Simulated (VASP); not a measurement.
A run of VASP 6.6.1 is set up as follows.

The input INCAR:

```
PREC = Accurate
ENCUT = 520
EDIFF = 1E-6
ISMEAR = 0
SIGMA = 0.05
LREAL = False
LASPH = True
NELM = 150
ALGO = Normal
ISIF = 2
LWAVE = False
LCHARG = True
ISPIN = 2
MAGMOM = 2 0
LORBIT = 11
LMAXMIX = 4
GGA = PE
LELF = True
LVHAR = True
NBANDS = 19
```

The input KPOINTS:

```
regular mesh
0
Gamma
  10 10 8
```

POSCAR

```
TaN
1.0
    2.9361269820      0.0000000000      0.0000000000
   -1.4680634909      2.5427605552      0.0000000000
    0.0000000000      0.0000000000      2.8866838206
Ta N
1 1
Direct
    0.3333333333      0.6666666667      0.5000000000
    0.0000000000      0.0000000000      0.0000000000
```

Potentials or basis: VASP PAW PBE potentials, release 64 (Ta_pv, N).

Run with:

```bash
$ cat potpaw_PBE.64/Ta_pv/POTCAR potpaw_PBE.64/N/POTCAR > POTCAR
$ mpirun -np 1 vasp_std > vasp.out
```

Task: What does it give for the pressure?

Result: 5.4 GPa.

Task: Estimate the net moment.

Result: 0.00 μB per cell.

Stress tensor (GPa, compression positive):
```
5.30 0.00 0.00
0.00 5.30 0.00
0.00 0.00 5.48
```
